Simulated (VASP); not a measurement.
# Re (P6_3/mmc) in VASP: a series of runs, part 2 of 2

VASP 6.6.1. The steps go on from the part before.

### Step 5. Single point, revPBE (volume scaled by 0.96)

File INCAR:

```
PREC = Accurate
ENCUT = 520
EDIFF = 1E-6
ISMEAR = -1
SIGMA = 0.1
LREAL = F
LASPH = T
NELM = 80
ALGO = Normal
ISIF = 2
LWAVE = F
LCHARG = T
GGA = RE
LELF = T
LVHAR = T
NBANDS = 22
```

File KPOINTS:

```
regular mesh
0
Gamma
  15 15 4
```

File POSCAR:

```
Re
1.0
    2.7464461489      0.0000000000      0.0000000000
   -1.3732230744      2.3784921351      0.0000000000
    0.0000000000      0.0000000000      8.8538880471
Re
4
Direct
    1.0000000000      1.0000000000      0.0000000000
    1.0000000000      1.0000000000      0.5000000000
    0.3333333333      0.6666666667      0.2500000000
    0.6666666667      0.3333333333      0.7500000000
```

Potentials or basis: VASP PAW PBE potentials, release 64 (Re).

The run is started by

```sh
> cat potpaw_PBE.64/Re/POTCAR > POTCAR
> mpirun -np 1 vasp_std > vasp.out
```

OUTCAR:

```text
PREC = Accurate
   ENCUT = 520
   EDIFF = 1E-6
   ISMEAR = -1
   LREAL = F
   LASPH = T
   NELM = 80
   ISIF = 2
   GGA = RE

 ion  position               nearest neighbor table
   1  0.000  0.000  0.000-   3 2.72   4 2.72   3 2.72   4 2.72   4 2.72   3 2.72
   2  0.000  0.000  0.500-   3 2.72   4 2.72   3 2.72   4 2.72   4 2.72   3 2.72
   3  0.333  0.667  0.250-   1 2.72   2 2.72   1 2.72   2 2.72   1 2.72   2 2.72
   4  0.667  0.333  0.750-   1 2.72   2 2.72   1 2.72   2 2.72   1 2.72   2 2.72

  LATTYP: Found a hexagonal cell.
 ALAT       =     2.7464461489
 C/A-ratio  =     3.2237617514

  Lattice vectors:

 A1 = (   2.7464461489,   0.0000000000,   0.0000000000)
 A2 = (  -1.3732230744,   2.3784921351,   0.0000000000)
 A3 = (   0.0000000000,   0.0000000000,   8.8538880471)

Analysis of symmetry for initial positions (statically):
=====================================================================
 Subroutine PRICEL returns:
 Original cell was already a primitive cell.

 Routine SETGRP: Setting up the symmetry group for a
 hexagonal supercell.

 Subroutine GETGRP returns: Found 24 space group operations
[... 165 lines left out ...]
  ---------------------------------------------------
  free energy    TOTEN  =       -47.69903845 eV

  energy without entropy =      -47.60450631  energy(sigma->0) =      -47.65177238

 E-fermi :   8.2751     XC(G=0): -13.8089

 val. band max:        8.2640330998   @ k =   0.4000   0.1333   0.2500
 cond. band min:       8.2770481650   @ k =   0.2000   0.0667   0.0000
 fundamental gap:      0.0130150651
 Fermi energy:         8.2750949662

 k-point     1 :       0.0000    0.0000    0.0000
  band No.  band energies     occupation
      1      -1.8237      2.00000
      2       0.5325      2.00000
      3       0.5961      2.00000
      4       1.4280      2.00000
      5       5.6636      2.00000
      6       5.7623      2.00000
[... 589 lines left out ...]
     21      14.8128      0.00000
     22      15.3390      0.00000

 [... further k-points ...]
[... 5 lines left out ...]
  --------------------------------------------------------------------------------------
  -------------------------------------------------------------------------------------
  Total        5.6005156      5.6005156      5.6909799      0.0000000      0.0000000      0.0000000
  in kB      155.1428473    155.1428473    157.6488479      0.0000000      0.0000000      0.0000000
  external PRESSURE =     155.9781809 kB  Pullay stress =       0.0000000 kB

 VOLUME and BASIS-vectors are now :
 -----------------------------------------------------------------------------
  energy-cutoff  :      520.00
  volume of cell :       57.84
      direct lattice vectors                 reciprocal lattice vectors
     2.746446149  0.000000000  0.000000000     0.364106902  0.210217218  0.000000000
    -1.373223074  2.378492135  0.000000000     0.000000000  0.420434436  0.000000000
     0.000000000  0.000000000  8.853888047     0.000000000  0.000000000  0.112944731

 POSITION                                       TOTAL-FORCE (eV/Angst)
 -----------------------------------------------------------------------------------
      0.00000      0.00000      0.00000        -0.000000      0.000000     -0.000000
      0.00000      0.00000      4.42694        -0.000000      0.000000     -0.000000
     -0.00000      1.58566      2.21347        -0.000000      0.000000     -0.000000
      1.37322      0.79283      6.64042         0.000000     -0.000000      0.000000
 -----------------------------------------------------------------------------------
    total drift:                                0.000000     -0.000000      0.000000

  FREE ENERGIE OF THE ION-ELECTRON SYSTEM (eV)
  ---------------------------------------------------
  free  energy   TOTEN  =       -47.6990384486 eV

  energy  without entropy=      -47.6045063145  energy(sigma->0) =      -47.65177238
```

Run time: 50 s. Hardware: 1 thread of Intel Xeon 6975P-C (Granite Rapids), shared host; peak memory 0.22 GiB.

Results:

```yaml
Free_energy: -47.6990 eV
Pressure: 15.6 GPa
Band_gap_on_the_k_mesh: zero (band 14 reaches 9.62 eV, above the bottom of band 15 at 6.97 eV)
```

Stress tensor (GPa, compression positive):
```
15.51  0.00  0.00
 0.00 15.51  0.00
 0.00  0.00 15.76
```

Levels at points of the mesh, in eV from the Fermi level:
| k point | band 11 | band 12 | band 13 | band 14 | band 15 | band 16 | band 17 | band 18 |
| --- | --- | --- | --- | --- | --- | --- | --- | --- |
| (0.00, 0.00, 0.00) | -1.68 | -1.30 | -1.30 | -1.17 | -1.17 | 0.54 | 0.62 | 0.62 |
| (0.00, 0.00, 0.50) | -1.52 | -1.52 | -1.52 | -1.52 | -1.11 | -1.11 | 1.18 | 1.18 |

Caveat: the PAW data sets were made with another functional, which shifts forces and pressure a little; spin-orbit coupling is left out, which moves the levels of the heavy elements.

### Step 6. Single point, revPBE

File INCAR:

```
PREC = Accurate ; ENCUT = 520
EDIFF = 1E-7 ; ISMEAR = -1
SIGMA = 0.1 ; LREAL = False
LASPH = True ; NELM = 80
ALGO = Normal ; ISIF = 2
LWAVE = False ; LCHARG = False
GGA = RE ; NBANDS = 22
```

KPOINTS is that of step 5.

File POSCAR:

```
Re
1.0
    2.7840733746      0.0000000000      0.0000000000
   -1.3920366873      2.4110782684      0.0000000000
    0.0000000000      0.0000000000      8.9751892581
Re
4
Direct
    1.0000000000      1.0000000000      0.0000000000
    1.0000000000      1.0000000000      0.5000000000
    0.3333333333      0.6666666667      0.2500000000
    0.6666666667      0.3333333333      0.7500000000
```

Potentials or basis: VASP PAW PBE potentials, release 64 (Re).

The run is started by

```sh
> cat potpaw_PBE.64/Re/POTCAR > POTCAR
> mpirun -np 1 vasp_std > vasp.out
```

OUTCAR:

```text
PREC = Accurate
   ENCUT = 520
   EDIFF = 1E-7
   ISMEAR = -1
   LREAL = False
   LASPH = True
   NELM = 80
   ISIF = 2
   GGA = RE

 ion  position               nearest neighbor table
   1  0.000  0.000  0.000-   3 2.76   4 2.76   3 2.76   4 2.76   4 2.76   3 2.76
   2  0.000  0.000  0.500-   3 2.76   4 2.76   3 2.76   4 2.76   4 2.76   3 2.76
   3  0.333  0.667  0.250-   1 2.76   2 2.76   1 2.76   2 2.76   1 2.76   2 2.76
   4  0.667  0.333  0.750-   1 2.76   2 2.76   1 2.76   2 2.76   1 2.76   2 2.76

  LATTYP: Found a hexagonal cell.
 ALAT       =     2.7840733746
 C/A-ratio  =     3.2237617514

  Lattice vectors:

 A1 = (   2.7840733746,   0.0000000000,   0.0000000000)
 A2 = (  -1.3920366873,   2.4110782684,   0.0000000000)
 A3 = (   0.0000000000,   0.0000000000,   8.9751892581)

Analysis of symmetry for initial positions (statically):
=====================================================================
 Subroutine PRICEL returns:
 Original cell was already a primitive cell.

 Routine SETGRP: Setting up the symmetry group for a
 hexagonal supercell.

 Subroutine GETGRP returns: Found 24 space group operations
 (whereof 12 operations were pure point group operations)
 out of a pool of 24 trial point group operations.

The static configuration has the point symmetry D_3d.
 The point group associated with its full space group is D_6h.

Analysis of symmetry for dynamics (positions and initial velocities):
=====================================================================
 Subroutine PRICEL returns:
 Original cell was already a primitive cell.

 Routine SETGRP: Setting up the symmetry group for a
 hexagonal supercell.

 Subroutine GETGRP returns: Found 24 space group operations
 (whereof 12 operations were pure point group operations)
 out of a pool of 24 trial point group operations.

The dynamic configuration has the point symmetry D_3d.
 The point group associated with its full space group is D_6h.

 Subroutine INISYM returns: Found 24 space group operations
 (whereof 12 operations are pure point group operations),
 and found     1 'primitive' translations

----------------------------------------------------------------------------------------

                                     Primitive cell

  volume of cell :      60.2470

  direct lattice vectors                    reciprocal lattice vectors
     2.784073375  0.000000000  0.000000000     0.359185936  0.207376097  0.000000000
    -1.392036687  2.411078268  0.000000000     0.000000000  0.414752193  0.000000000
     0.000000000  0.000000000  8.975189258     0.000000000  0.000000000  0.111418263

  length of vectors
     2.784073375  2.784073375  8.975189258     0.414752193  0.414752193  0.111418263

  position of ions in fractional coordinates (direct lattice)
     0.000000000  0.000000000  0.000000000
     0.000000000  0.000000000  0.500000000
     0.333333333  0.666666667  0.250000000
     0.666666667  0.333333333  0.750000000

  ion indices of the primitive-cell ions
   primitive index   ion index
                 1           1
                 2           2
                 3           3
                 4           4

----------------------------------------------------------------------------------------

 KPOINTS: regular mesh

Automatic generation of k-mesh.
 Grid dimensions read from file:
 generate k-points for:   15   15    4

 Generating k-lattice:

  Cartesian coordinates                     Fractional coordinates (reciprocal lattice)
     0.023945729  0.013825073  0.000000000     0.066666667  0.000000000  0.000000000
     0.000000000  0.027650146  0.000000000     0.000000000  0.066666667  0.000000000
     0.000000000  0.000000000  0.027854566     0.000000000  0.000000000  0.250000000

  Length of vectors
     0.027650146  0.027650146  0.027854566

  Shift w.r.t. Gamma in fractional coordinates (k-lattice)
     0.000000000  0.000000000  0.000000000

 Subroutine IBZKPT returns following result:
 ===========================================

 Found     81 irreducible k-points:

 Following reciprocal coordinates:
            Coordinates               Weight
  0.000000  0.000000  0.000000      1.000000
  0.066667  0.000000  0.000000      6.000000
  0.133333  0.000000  0.000000      6.000000
  0.200000  0.000000  0.000000      6.000000
  0.266667  0.000000  0.000000      6.000000
  0.333333  0.000000  0.000000      6.000000
[... 16 lines left out ...]
  0.333333  0.200000  0.000000     12.000000
  0.400000  0.200000  0.000000      6.000000
 [... further k-points ...]
   k-points           NKPTS =     81   k-points in BZ     NKDIM =     81   number of bands    NBANDS=     22
   number of dos      NEDOS =    301   number of ions     NIONS =      4
   total plane-waves  NPLWV =  40320
   dimension x,y,z NGX =    24 NGY =   24 NGZ =   70
   dimension x,y,z NGXF=    48 NGYF=   48 NGZF=  140
   ions per type =               4
   NGX,Y,Z   is equivalent  to a cutoff of  14.33, 14.33, 12.97 a.u.
   NGXF,Y,Z  is equivalent  to a cutoff of  28.66, 28.66, 25.93 a.u.
 SYSTEM =  unknown system
   PREC   = accura    normal or accurate (medium, high low for compatibility)
   ISTART =      0    job   : 0-new  1-cont  2-samecut
   ICHARG =      2    charge: 1-file 2-atom 10-const
   ISPIN  =      1    spin polarized calculation?
   LNONCOLLINEAR =      F non collinear calculations
   LSORBIT =      F    spin-orbit coupling
   LASPH  =      T    aspherical Exc in radial PAW
   ENCUT  =  520.0 eV  38.22 Ry    6.18 a.u.   5.18  5.18 16.69*2*pi/ulx,y,z
   NELM   =     80;   NELMIN=  2; NELMDL= -5     # of ELM steps
   EDIFF  = 0.1E-06   stopping-criterion for ELM
   LREAL  =      F    real-space projection
   EDIFFG = 0.1E-05   stopping-criterion for IOM
   NSW    =      0    number of steps for IOM
   IBRION =     -1    ionic relax: 0-MD 1-quasi-New 2-CG
   NFREE  =      0    steps in history (QN), initial steepest desc. (CG)
   ISIF   =      2    stress and relaxation
   ISYM   =      2    0-nonsym 1-usesym 2-fastsym
   POTIM  = 0.5000    time-step for ionic-motion
   TEBEG  =    0.0;   TEEND  =   0.0 temperature during run
   PSTRESS=    0.0 pullay stress
   NELECT =      28.0000    total number of electrons
   NUPDOWN=      -1.0000    fix difference up-down
   EMIN   =  10.00;   EMAX   =-10.00  energy-range for DOS
   EFERMI =   0.00;   METHOD = LEGACY
   ISMEAR =    -1;   SIGMA  =   0.10  broadening in eV -4-tet -1-fermi 0-gaus
   EFERMI_NEDOS =   21; number of points for ismear=-14 and -15
   IALGO  =     38    algorithm
   IMIX   =      4    mixing-type and parameters
     AMIX     =   0.40;   BMIX     =  1.00
     AMIX_MAG =   1.60;   BMIX_MAG =  1.00
  volume/ion in A,a.u.               =      15.06       101.64
  Fermi-wavevector in a.u.,A,eV,Ry     =   1.268087  2.396337 21.878768  1.608044
  Thomas-Fermi vector in A             =   2.401200
   LORBIT       =      0    0 simple, 1 ext, 2 COOP (PROOUT), +10 PAW based schemes
   GGA     = RE    functional components
   LHFCALC =     F    Hartree Fock is set to
   AEXX    =    0.0000 exact exchange contribution
   IVDW    =     0    specifies the selected vdW correction
   LEPSILON=     F    determine dielectric tensor
   LRPA    =     F    only Hartree local field effects (RPA)
 non-spin polarized calculation
  energy-cutoff  :      520.00
  volume of cell :       60.25
 maximum number of plane-waves:      1640
 NGX is ok and might be reduce to    24
   NGX = 11   NGY = 11   NGZ = 33

 number of electron      27.9999999 magnetization

 Free energy of the ion-electron system (eV)
  ---------------------------------------------------
  ext. energy  EPLUGINS =         0.00000000
  ---------------------------------------------------
  free energy    TOTEN  =       -47.80949112 eV

  energy without entropy =      -47.71024204  energy(sigma->0) =      -47.75986658

 E-fermi :   7.7639     XC(G=0): -13.5821

 val. band max:        7.7633089140   @ k =   0.1333   0.0000   0.0000
 cond. band min:       7.7768824762   @ k =   0.2000   0.0667   0.0000
 fundamental gap:      0.0135735623
 Fermi energy:         7.7639338169

 k-point     1 :       0.0000    0.0000    0.0000
  band No.  band energies     occupation
      1      -2.0445      2.00000
      2       0.2387      2.00000
      3       0.3007      2.00000
      4       1.2245      2.00000
      5       5.2843      2.00000
      6       5.3776      2.00000
[... 574 lines left out ...]
      6       3.8964      2.00000
[... 14 lines left out ...]
     21      13.9627      0.00000
     22      14.4516      0.00000

 [... further k-points ...]
[... 5 lines left out ...]
  --------------------------------------------------------------------------------------
  -------------------------------------------------------------------------------------
  Total       -0.2308750     -0.2308750     -0.1811115     -0.0000000      0.0000000      0.0000000
  in kB       -6.1397658     -6.1397658     -4.8163835     -0.0000000      0.0000000      0.0000000
  external PRESSURE =      -5.6986383 kB  Pullay stress =       0.0000000 kB

 VOLUME and BASIS-vectors are now :
 -----------------------------------------------------------------------------
  energy-cutoff  :      520.00
  volume of cell :       60.25
      direct lattice vectors                 reciprocal lattice vectors
     2.784073375  0.000000000  0.000000000     0.359185936  0.207376097  0.000000000
    -1.392036687  2.411078268  0.000000000     0.000000000  0.414752193  0.000000000
     0.000000000  0.000000000  8.975189258     0.000000000  0.000000000  0.111418263

 POSITION                                       TOTAL-FORCE (eV/Angst)
 -----------------------------------------------------------------------------------
      0.00000      0.00000      0.00000        -0.000000      0.000000     -0.000000
      0.00000      0.00000      4.48759        -0.000000      0.000000     -0.000000
     -0.00000      1.60739      2.24380         0.000000      0.000000     -0.000000
      1.39204      0.80369      6.73139        -0.000000     -0.000000      0.000000
 -----------------------------------------------------------------------------------
    total drift:                               -0.000000      0.000000      0.000000

  FREE ENERGIE OF THE ION-ELECTRON SYSTEM (eV)
  ---------------------------------------------------
  free  energy   TOTEN  =       -47.8094911207 eV

  energy  without entropy=      -47.7102420410  energy(sigma->0) =      -47.75986658
```

OSZICAR:

```text
N       E                     dE             d eps       ncg     rms          rms(c)
DAV:   1     0.175732089982E+03    0.17573E+03   -0.12306E+04  6646   0.157E+03
DAV:   2    -0.235794288290E+02   -0.19931E+03   -0.17905E+03  6848   0.663E+02
DAV:   3    -0.481637693507E+02   -0.24584E+02   -0.20705E+02  6752   0.337E+02
DAV:   4    -0.503308545632E+02   -0.21671E+01   -0.19128E+01  5936   0.775E+01
DAV:   5    -0.505495563717E+02   -0.21870E+00   -0.20020E+00  6328   0.164E+01    0.542E+01
DAV:   6    -0.485191797989E+02    0.20304E+01   -0.21706E+00  5776   0.320E+01    0.217E+01
DAV:   7    -0.478313338655E+02    0.68785E+00   -0.16785E+00  5980   0.263E+01    0.121E+00
DAV:   8    -0.478225530469E+02    0.87808E-02   -0.11762E-01  6984   0.569E+00    0.734E-01
DAV:   9    -0.478105176441E+02    0.12035E-01   -0.32682E-02  6948   0.415E+00    0.322E-01
DAV:  10    -0.478094148076E+02    0.11028E-02   -0.37119E-03  6660   0.106E+00    0.663E-02
DAV:  11    -0.478094822981E+02   -0.67491E-04   -0.31533E-04  6744   0.272E-01    0.380E-02
DAV:  12    -0.478094908142E+02   -0.85162E-05   -0.43061E-05  6726   0.136E-01    0.153E-02
DAV:  13    -0.478094929142E+02   -0.21000E-05   -0.53251E-06  6458   0.360E-02    0.619E-03
DAV:  14    -0.478094913392E+02    0.15750E-05   -0.10456E-07  3336   0.832E-03    0.338E-03
DAV:  15    -0.478094910861E+02    0.25317E-06   -0.96116E-08  3318   0.678E-03    0.123E-03
DAV:  16    -0.478094911207E+02   -0.34626E-07   -0.72229E-08  3208   0.940E-03
   1 F= -.47809491E+02 E0= -.47759867E+02  d E =-.992491E-01
```

Wall time 57 s (1 thread of Intel Xeon 6975P-C (Granite Rapids), shared host); peak memory 0.24 GiB.

What came out:

- Free energy: -47.8095 eV
- Pressure: -0.6 GPa
- Band gap on the k mesh: zero (band 14 reaches 9.00 eV, above the bottom of band 15 at 6.54 eV)

Stress tensor (GPa, compression positive):
```
-0.61  0.00  0.00
 0.00 -0.61  0.00
 0.00  0.00 -0.48
```

Levels at points of the mesh, in eV from the Fermi level:
| k point | band 10 | band 11 | band 12 | band 13 | band 14 | band 15 | band 16 | band 17 | band 18 | band 19 |
| --- | --- | --- | --- | --- | --- | --- | --- | --- | --- | --- |
| (0.00, 0.00, 0.00) | -1.86 | -1.57 | -1.21 | -1.21 | -1.09 | -1.09 | 0.47 | 0.60 | 0.60 | 1.43 |
| (0.00, 0.00, 0.50) | -1.71 | -1.43 | -1.43 | -1.43 | -1.43 | -1.12 | -1.12 | 1.11 | 1.11 | 1.11 |

Caveat: the PAW data sets were made with another functional, which shifts forces and pressure a little; spin-orbit coupling is left out, which moves the levels of the heavy elements.

### Step 7. Summary

| cell | k mesh | gap on the mesh (eV) | pressure (GPa) |
| --- | --- | --- | --- |
| a = 2.784, b = 2.784, c = 8.975 Å, angles 90.0, 90.0, 120.0°, 4 atoms | 13 × 13 × 4 | none | -0.6 |
| a = 2.668, b = 2.668, c = 8.601 Å, angles 90.0, 90.0, 120.0°, 4 atoms | 15 × 15 × 4 | none | 60.9 |
| a = 2.708, b = 2.708, c = 8.729 Å, angles 90.0, 90.0, 120.0°, 4 atoms | 15 × 15 × 4 | none | 35.8 |
| a = 2.746, b = 2.746, c = 8.854 Å, angles 90.0, 90.0, 120.0°, 4 atoms | 15 × 15 × 4 | none | 15.6 |
| a = 2.784, b = 2.784, c = 8.975 Å, angles 90.0, 90.0, 120.0°, 4 atoms | 15 × 15 × 4 | none | -0.6 |

Alike in all rows: task single point; level revPBE; potentials or basis VASP PAW PBE potentials, release 64 (Re); no spin polarisation; cutoff (eV) 520; smearing fermi-dirac 0.1 eV.

Caveats: the PAW data sets were made with another functional, which shifts forces and pressure a little; spin-orbit coupling is left out, which moves the levels of the heavy elements.

Absolute energies hang on the potentials; compare differences alone.
